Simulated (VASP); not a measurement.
# InAs (F-43m) in VASP: a series of runs

InAs is run at these levels: PBEsol; tasks: relaxation of cell and atoms.

Everything below comes from runs of VASP 6.6.1. Logs are shortened: lines on timing, memory, paths and dates and some standing lists are left out, and cuts for length are marked.

### 1 The cell of the first run

The structure is cubic, space group F-43m (No. 216). The conventional cell has a = 6.036 Å, b = 6.036 Å, c = 6.036 Å, α = 90.00°, β = 90.00°, γ = 90.00°. In (site symmetry -43m) has 4 As at 2.61 Å within 3.4 Å. Within 3.4 Å of As (site symmetry -43m) lie 4 In at 2.61 Å.

### 2 Relaxation of cell and atoms, PBEsol

Contents of INCAR:

```
PREC     = Accurate       # precision mode
ENCUT    = 600            # plane-wave cutoff, eV
EDIFF    = 1E-7           # SCF threshold, eV
ISMEAR   = -1             # smearing method
SIGMA    = 0.08           # smearing width, eV
LREAL    = F              # projectors in reciprocal space
LASPH    = T              # aspherical terms in the spheres
NELM     = 60             # most SCF steps
ALGO     = Normal         # electronic algorithm
ISIF     = 3              # what is computed and relaxed
LWAVE    = F              # write WAVECAR
LCHARG   = F              # write CHGCAR
GGA      = PS             # functional
IBRION   = 2              # ionic algorithm
NSW      = 100            # ionic steps
EDIFFG   = -0.002         # ionic threshold
```

Contents of KPOINTS:

```
regular mesh
0
Gamma
  14 14 14
```

Contents of POSCAR:

```
InAs
1.0
    0.0000000000      3.0180000000      3.0180000000
    3.0180000000      0.0000000000      3.0180000000
    3.0180000000      3.0180000000      0.0000000000
In As
1 1
Direct
    0.0000000000      0.0000000000      0.0000000000
    0.7500000000      0.7500000000      0.7500000000
```

Potentials or basis: VASP PAW PBE potentials, release 64 (In_d, As).

Command:

```sh
$ cat potpaw_PBE.64/In_d/POTCAR potpaw_PBE.64/As/POTCAR > POTCAR
$ mpirun -np 1 vasp_std > vasp.out
```

OUTCAR:

```text
PREC = Accurate
   ENCUT = 600
   EDIFF = 1E-7
   ISMEAR = -1
   LREAL = F
   LASPH = T
   NELM = 60
   ISIF = 3
   GGA = PS
   IBRION = 2
   NSW = 100
   EDIFFG = -0.002

 ion  position               nearest neighbor table
   1  0.000  0.000  0.000-   2 2.61   2 2.61   2 2.61   2 2.61
   2  0.750  0.750  0.750-   1 2.61   1 2.61   1 2.61   1 2.61

  LATTYP: Found a face centered cubic cell.
 ALAT       =     6.0360000000

  Lattice vectors:

 A1 = (   0.0000000000,   3.0180000000,   3.0180000000)
 A2 = (   3.0180000000,   0.0000000000,   3.0180000000)
 A3 = (   3.0180000000,   3.0180000000,   0.0000000000)

Analysis of symmetry for initial positions (statically):
=====================================================================
 Subroutine PRICEL returns:
 Original cell was already a primitive cell.

 Routine SETGRP: Setting up the symmetry group for a
 face centered cubic supercell.

 Subroutine GETGRP returns: Found 24 space group operations
 (whereof 24 operations were pure point group operations)
 out of a pool of 48 trial point group operations.

The static configuration has the point symmetry T_d .

Analysis of symmetry for dynamics (positions and initial velocities):
=====================================================================
 Subroutine PRICEL returns:
 Original cell was already a primitive cell.

 Routine SETGRP: Setting up the symmetry group for a
 face centered cubic supercell.

 Subroutine GETGRP returns: Found 24 space group operations
 (whereof 24 operations were pure point group operations)
 out of a pool of 48 trial point group operations.

The dynamic configuration has the point symmetry T_d .

 Subroutine INISYM returns: Found 24 space group operations
 (whereof 24 operations are pure point group operations),
 and found     1 'primitive' translations

----------------------------------------------------------------------------------------

                                     Primitive cell

  volume of cell :      54.9778

  direct lattice vectors                    reciprocal lattice vectors
     0.000000000  3.018000000  3.018000000    -0.165672631  0.165672631  0.165672631
     3.018000000  0.000000000  3.018000000     0.165672631 -0.165672631  0.165672631
     3.018000000  3.018000000  0.000000000     0.165672631  0.165672631 -0.165672631

  length of vectors
     4.268096531  4.268096531  4.268096531     0.286953414  0.286953414  0.286953414

  position of ions in fractional coordinates (direct lattice)
     0.000000000  0.000000000  0.000000000
     0.750000000  0.750000000  0.750000000

  ion indices of the primitive-cell ions
   primitive index   ion index
                 1           1
                 2           2

----------------------------------------------------------------------------------------

 KPOINTS: regular mesh

Automatic generation of k-mesh.
 Grid dimensions read from file:
 generate k-points for:   14   14   14

 Generating k-lattice:

  Cartesian coordinates                     Fractional coordinates (reciprocal lattice)
    -0.011833759  0.011833759  0.011833759     0.071428571  0.000000000  0.000000000
     0.011833759 -0.011833759  0.011833759     0.000000000  0.071428571  0.000000000
     0.011833759  0.011833759 -0.011833759     0.000000000  0.000000000  0.071428571

  Length of vectors
     0.020496672  0.020496672  0.020496672

  Shift w.r.t. Gamma in fractional coordinates (k-lattice)
     0.000000000  0.000000000  0.000000000

 Subroutine IBZKPT returns following result:
 ===========================================

 Found    104 irreducible k-points:

 Following reciprocal coordinates:
            Coordinates               Weight
  0.000000  0.000000  0.000000      1.000000
  0.071429  0.000000  0.000000      8.000000
  0.142857  0.000000  0.000000      8.000000
  0.214286  0.000000  0.000000      8.000000
  0.285714  0.000000  0.000000      8.000000
  0.357143  0.000000  0.000000      8.000000
[... 16 lines left out ...]
  0.214286  0.142857  0.000000     24.000000
  0.285714  0.142857  0.000000     24.000000
 [... further k-points ...]
   k-points           NKPTS =    104   k-points in BZ     NKDIM =    104   number of bands    NBANDS=     13
   number of dos      NEDOS =    301   number of ions     NIONS =      2
   total plane-waves  NPLWV =  46656
   dimension x,y,z NGX =    36 NGY =   36 NGZ =   36
   dimension x,y,z NGXF=    72 NGYF=   72 NGZF=   72
   ions per type =               1   1
   NGX,Y,Z   is equivalent  to a cutoff of  14.02, 14.02, 14.02 a.u.
   NGXF,Y,Z  is equivalent  to a cutoff of  28.04, 28.04, 28.04 a.u.
 SYSTEM =  unknown system
   PREC   = accura    normal or accurate (medium, high low for compatibility)
   ISTART =      0    job   : 0-new  1-cont  2-samecut
   ICHARG =      2    charge: 1-file 2-atom 10-const
   ISPIN  =      1    spin polarized calculation?
   LNONCOLLINEAR =      F non collinear calculations
   LSORBIT =      F    spin-orbit coupling
   LASPH  =      T    aspherical Exc in radial PAW
   ENCUT  =  600.0 eV  44.10 Ry    6.64 a.u.   8.52  8.52  8.52*2*pi/ulx,y,z
   NELM   =     60;   NELMIN=  2; NELMDL= -5     # of ELM steps
   EDIFF  = 0.1E-06   stopping-criterion for ELM
   LREAL  =      F    real-space projection
   EDIFFG = -.2E-02   stopping-criterion for IOM
   NSW    =    100    number of steps for IOM
   IBRION =      2    ionic relax: 0-MD 1-quasi-New 2-CG
   NFREE  =      1    steps in history (QN), initial steepest desc. (CG)
   ISIF   =      3    stress and relaxation
   ISYM   =      2    0-nonsym 1-usesym 2-fastsym
   POTIM  = 0.5000    time-step for ionic-motion
   TEBEG  =    0.0;   TEEND  =   0.0 temperature during run
   PSTRESS=    0.0 pullay stress
   NELECT =      18.0000    total number of electrons
   NUPDOWN=      -1.0000    fix difference up-down
   EMIN   =  10.00;   EMAX   =-10.00  energy-range for DOS
   EFERMI =   0.00;   METHOD = LEGACY
   ISMEAR =    -1;   SIGMA  =   0.08  broadening in eV -4-tet -1-fermi 0-gaus
   EFERMI_NEDOS =   21; number of points for ismear=-14 and -15
   IALGO  =     38    algorithm
   IMIX   =      4    mixing-type and parameters
     AMIX     =   0.40;   BMIX     =  1.00
     AMIX_MAG =   1.60;   BMIX_MAG =  1.00
  volume/ion in A,a.u.               =      27.49       185.50
  Fermi-wavevector in a.u.,A,eV,Ry     =   1.128331  2.132236 17.321990  1.273130
  Thomas-Fermi vector in A             =   2.265020
   LORBIT       =      0    0 simple, 1 ext, 2 COOP (PROOUT), +10 PAW based schemes
   GGA     = PS    functional components
   LHFCALC =     F    Hartree Fock is set to
   AEXX    =    0.0000 exact exchange contribution
   IVDW    =     0    specifies the selected vdW correction
   LEPSILON=     F    determine dielectric tensor
   LRPA    =     F    only Hartree local field effects (RPA)
 conjugate gradient relaxation of ions
 non-spin polarized calculation
  energy-cutoff  :      600.00
  volume of cell :       54.98
 maximum number of plane-waves:      1862
 NGX is ok and might be reduce to    36
   NGX = 17   NGY = 17   NGZ = 17

--------------------------------------- Ionic step        1  -------------------------------------------

 number of electron      18.0000003 magnetization

 Free energy of the ion-electron system (eV)
  ---------------------------------------------------
  ext. energy  EPLUGINS =         0.00000000
  ---------------------------------------------------
  free energy    TOTEN  =        -8.48384457 eV

  energy without entropy =       -8.48351773  energy(sigma->0) =       -8.48368115

 E-fermi :   4.6582     XC(G=0):  -9.3082

 val. band max:        4.4279810202   @ k =   0.0000   0.0000   0.0000
 cond. band min:       5.1130910538   @ k =   0.0714   0.0000   0.0000
 fundamental gap:      0.6851100336
 Fermi energy:         4.6581661864

 k-point     1 :       0.0000    0.0000    0.0000
  band No.  band energies     occupation
      1      -9.9158      2.00000
      2      -9.9158      2.00000
      3      -9.9158      2.00000
      4      -9.7854      2.00000
      5      -9.7854      2.00000
      6      -7.4983      2.00000
      7       4.1730      1.99537
      8       4.4280      1.89343
      9       4.4280      1.89343
     10       4.4280      1.89343
     11       8.2864      0.00000
     12       8.2864      0.00000
     13       8.2864      0.00000

 k-point     2 :       0.0714    0.0000    0.0000
  band No.  band energies     occupation
      1      -9.9232      2.00000
      2      -9.9137      2.00000
      3      -9.9137      2.00000
      4      -9.7855      2.00000
      5      -9.7855      2.00000
      6      -7.4437      2.00000
      7       3.3000      2.00000
      8       4.3582      1.95405
      9       4.3582      1.95405
     10       5.1131      0.00676
     11       8.2965      0.00000
     12       8.3892      0.00000
     13       8.3892      0.00000
[... 401 lines left out ...]
 VOLUME and BASIS-vectors are now :
 -----------------------------------------------------------------------------
  energy-cutoff  :      600.00
  volume of cell :       57.21
      direct lattice vectors                 reciprocal lattice vectors
     0.000000000  3.058374745  3.058374745    -0.163485525  0.163485525  0.163485525
     3.058374745  0.000000000  3.058374745     0.163485525 -0.163485525  0.163485525
     3.058374745  3.058374745  0.000000000     0.163485525  0.163485525 -0.163485525

 POSITION                                       TOTAL-FORCE (eV/Angst)
 -----------------------------------------------------------------------------------
      3.05837      3.05837      0.00000        -0.000000     -0.000000     -0.000000
      4.58756      4.58756      4.58756         0.000000      0.000000      0.000000
 -----------------------------------------------------------------------------------
    total drift:                                0.000000      0.000000      0.000000

  FREE ENERGIE OF THE ION-ELECTRON SYSTEM (eV)
  ---------------------------------------------------
  free  energy   TOTEN  =        -8.4896622971 eV

  energy  without entropy=       -8.4892814310  energy(sigma->0) =       -8.48947186

--------------------------------------- Ionic step        3  -------------------------------------------

 number of electron      18.0000003 magnetization

 Free energy of the ion-electron system (eV)
  ---------------------------------------------------
  ext. energy  EPLUGINS =         0.00000000
  ---------------------------------------------------
  free energy    TOTEN  =        -8.49125162 eV

  energy without entropy =       -8.49089361  energy(sigma->0) =       -8.49107261

 E-fermi :   4.3875     XC(G=0):  -9.1903

 val. band max:        4.1564967523   @ k =   0.0000   0.0000   0.0000
 cond. band min:       4.7664884947   @ k =   0.0714   0.0000   0.0000
 fundamental gap:      0.6099917424
 Fermi energy:         4.3875294582

 k-point     1 :       0.0000    0.0000    0.0000
  band No.  band energies     occupation
      1     -10.1320      2.00000
      2     -10.1320      2.00000
      3     -10.1320      2.00000
      4     -10.0128      2.00000
      5     -10.0128      2.00000
      6      -7.5956      2.00000
      7       3.7651      1.99916
      8       4.1565      1.89449
      9       4.1565      1.89449
     10       4.1565      1.89449
     11       8.0036      0.00000
     12       8.0036      0.00000
     13       8.0036      0.00000

 k-point     2 :       0.0714    0.0000    0.0000
  band No.  band energies     occupation
      1     -10.1385      2.00000
      2     -10.1301      2.00000
      3     -10.1301      2.00000
      4     -10.0129      2.00000
      5     -10.0129      2.00000
      6      -7.5438      2.00000
      7       2.9781      2.00000
      8       4.0899      1.95268
      9       4.0899      1.95268
     10       4.7665      0.01738
     11       8.0073      0.00000
     12       8.1026      0.00000
     13       8.1026      0.00000
[... 365 lines left out ...]
 VOLUME and BASIS-vectors are now :
 -----------------------------------------------------------------------------
  energy-cutoff  :      600.00
  volume of cell :       56.49
      direct lattice vectors                 reciprocal lattice vectors
     0.000000000  3.045349987  3.045349987    -0.164184741  0.164184741  0.164184741
     3.045349987  0.000000000  3.045349987     0.164184741 -0.164184741  0.164184741
     3.045349987  3.045349987  0.000000000     0.164184741  0.164184741 -0.164184741

 POSITION                                       TOTAL-FORCE (eV/Angst)
 -----------------------------------------------------------------------------------
      0.00000      0.00000      0.00000        -0.000000     -0.000000     -0.000000
      4.56802      4.56802      4.56802         0.000000      0.000000      0.000000
 -----------------------------------------------------------------------------------
    total drift:                                0.000000      0.000000      0.000000

  FREE ENERGIE OF THE ION-ELECTRON SYSTEM (eV)
  ---------------------------------------------------
  free  energy   TOTEN  =        -8.4912516151 eV

  energy  without entropy=       -8.4908936089  energy(sigma->0) =       -8.49107261

 reached required accuracy - stopping structural energy minimisation
```

Run time: 4.3 min. Hardware: 1 thread of Intel Xeon 8259CL, shared host; peak memory 0.29 GiB.

Results:

```yaml
Free_energy: -8.4913 eV
Relaxed_volume: 28.24 Å³/atom
Relaxed_cell: a = 4.307 Å, b = 4.307 Å, c = 4.307 Å, α = 60.00°, β = 60.00°, γ = 60.00°
Space_group_after_relaxing_to_0.1_Å: F-43m (No. 216)
Energy_gained_by_relaxing: 3.7 meV/atom
Ionic_steps: 3
Pressure_after_relaxing: 0.0 GPa
Band_gap_on_the_k_mesh: zero (filled and empty bands touch)
```

Step by step:
| step | energy change (eV) | largest force (eV/Å) | pressure (GPa) | volume (Å³) |
| --- | --- | --- | --- | --- |
| 1 | 0.0000 | 0.0000 | 1.62 | 54.98 |
| 2 | -0.0058 | 0.0000 | -0.69 | 57.21 |
| 3 | -0.0074 | 0.0000 | 0.01 | 56.49 |

Final structure:
```xyz
2
Lattice="0.0000 3.0453 3.0453 3.0453 0.0000 3.0453 3.0453 3.0453 0.0000" Properties=species:S:1:pos:R:3 pbc="T T T"
In    0.0000    0.0000    0.0000
As    4.5680    4.5680    4.5680
```

Caveat: semilocal functionals underestimate gaps, and a narrow one can read as zero; the PAW data sets were made with another functional, which shifts forces and pressure a little; spin-orbit coupling is left out, which moves the levels of the heavy elements.

### 3 Relaxation of cell and atoms, PBEsol, target pressure 1 GPa, at which the enthalpy is minimised

This run uses another cell than the first one, of 28.20 Å³/atom.

Contents of INCAR:

```
SYSTEM = InAs
ALGO = Normal ; EDIFF = 1E-7
EDIFFG = -0.002 ; ENCUT = 600
GGA = PS ; IBRION = 2
ISIF = 3 ; ISMEAR = -1
LASPH = .TRUE. ; LCHARG = .FALSE.
LREAL = .FALSE. ; LWAVE = .FALSE.
NELM = 100 ; NSW = 100
PREC = Accurate ; PSTRESS = 10.0
SIGMA = 0.08
```

Contents of KPOINTS:

```
k-points
0
G
  14 14 14
  0 0 0
```

Contents of POSCAR:

```
InAs
1.0
    0.0000000000      3.0438735453      3.0438735453
    3.0438735453      0.0000000000      3.0438735453
    3.0438735453      3.0438735453      0.0000000000
In As
1 1
Direct
    0.0000000000      0.0000000000      0.0000000000
    0.7500000000      0.7500000000      0.7500000000
```

Potentials or basis: VASP PAW PBE potentials, release 64 (In_d, As).

Command:

```sh
$ cat potpaw_PBE.64/In_d/POTCAR potpaw_PBE.64/As/POTCAR > POTCAR
$ mpirun -np 1 vasp_std > vasp.out
```

It took 4.7 min on 1 thread of Intel Xeon 8259CL, shared host; peak memory 0.29 GiB.

It converged, with:

- Free energy: -8.4884 eV
- Relaxed volume: 27.76 Å³/atom
- Relaxed cell: a = 4.282 Å, b = 4.282 Å, c = 4.282 Å, α = 60.00°, β = 60.00°, γ = 60.00°
- Space group after relaxing (to 0.1 Å): F-43m (No. 216)
- Energy change on relaxing (the run minimises the enthalpy): +1.5 meV/atom
- Ionic steps: 3
- Pressure after relaxing: 1.0 GPa
- Band gap on the k mesh: zero (filled and empty bands touch)

Step by step:
```
step  energy change (eV)  largest force (eV/Å)  pressure (GPa)  volume (Å³)
   1              0.0000                0.0000            0.09        56.40
   2              0.0062                0.0000            1.48        55.10
   3              0.0029                0.0000            1.00        55.53
```

Final structure:
```xyz
2
Lattice="0.0000 3.0280 3.0280 3.0280 0.0000 3.0280 3.0280 3.0280 0.0000" Properties=species:S:1:pos:R:3 pbc="T T T"
In    0.0000    0.0000    0.0000
As    4.5420    4.5420    4.5420
```

Levels at points of the mesh, in eV from the Fermi level:
```
           k point  band 7  band 8  band 9  band 10  band 11  band 12
(0.00, 0.00, 0.00)   -0.54   -0.23   -0.23    -0.23     3.62     3.62
(0.50, 0.00, 0.00)   -6.02   -1.22   -1.22     0.63     4.39     4.39
(0.50, 0.50, 0.00)   -6.09   -2.56   -2.56     1.22     1.75     8.82
```

Caveat: the cell is relaxed towards a set pressure, so the run minimises the enthalpy, not the energy; semilocal functionals underestimate gaps, and a narrow one can read as zero; the PAW data sets were made with another functional, which shifts forces and pressure a little; spin-orbit coupling is left out, which moves the levels of the heavy elements.

The gap in the log of VASP goes by the Fermi energy; the results here count the filled bands.